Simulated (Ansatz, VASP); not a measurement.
**BN: VASP beside Ansatz**

```
B N
1.0
     2.55394    0.00000    0.00000
    -1.27697    2.21178    0.00000
     0.00000    0.00000    4.05778
B N
2 2
Direct
  0.66667 0.33333 0.99972
  0.33333 0.66667 0.49972
  0.66667 0.33333 0.62528
  0.33333 0.66667 0.12528
```

Change from the starting cell: strain +0.000 along x and y, -0.040 along z, atoms carried along.

Alike in both runs: task single point; functional PBEsol; k mesh 12 × 12 × 6; occupations gaussian, width 0.05 eV; no spin polarisation.

|  | VASP | Ansatz |
| --- | --- | --- |
| version | VASP 6.6.1 | Ansatz 0.2.0 |
| potentials or method | VASP PAW PBE potentials, release 64 (B, N), cutoff 520 eV | scalar-relativistic, plane waves, PAW |
| valence electrons in the cell | 16 | 16 |

Ansatz gave:

* gap on the k mesh at the Fermi level (eV): 5.06
* least direct gap on the mesh (eV): 8.02
* pressure (GPa): 11.2
* traceless stress, the component that is largest in VASP (GPa): 28.93
* rms of the force components (eV/Å): 0.112

Q: Which values does VASP return?

A: gap on the k mesh at the Fermi level (eV): 5.05; least direct gap on the mesh (eV): 8.02; pressure (GPa): 11.9; traceless stress, the component that is largest in VASP (GPa): 29.13; rms of the force components (eV/Å): 0.117.

VASP's potentials were made for PBE, not for PBEsol. Atom by atom the forces differ by 0.005 eV/Å (rms over components).
